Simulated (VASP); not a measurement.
A run of VASP 6.6.1:

File INCAR:

```
PREC = Accurate ; ENCUT = 750
EDIFF = 1E-6 ; ISMEAR = 0
SIGMA = 0.01 ; LREAL = F
LASPH = T ; NELM = 120
ALGO = Normal ; ISIF = 2
LWAVE = F ; LCHARG = T
GGA = PE ; LELF = T
LVHAR = T ; NBANDS = 12
GGA_COMPAT = F
```

The input KPOINTS:

```
regular mesh
0
Gamma
  4 4 4
```

Contents of POSCAR:

```
LiF
1.0
    0.0000000000      2.0571010639      2.0571010639
    2.0571010639      0.0000000000      2.0571010639
    2.0571010639      2.0571010639      0.0000000000
Li F
1 1
Direct
    0.0000000000      0.0000000000      0.0000000000
    0.5000000000      0.5000000000      0.5000000000
```

Potentials or basis: VASP PAW PBE potentials, release 64 (Li_sv, F).

Command:

```console
$ cat potpaw_PBE.64/Li_sv/POTCAR potpaw_PBE.64/F/POTCAR > POTCAR
$ mpirun -np 1 vasp_std > vasp.out
```

Hardware: 1 thread of Intel Xeon 6975P-C (shared host).

Question: Estimate the wall time of this run.

Answer: Wall time 5.8 s on 1 thread of Intel Xeon 6975P-C (shared host), peak memory 0.14 GiB. Counts: scf iterations 11, k points 8.
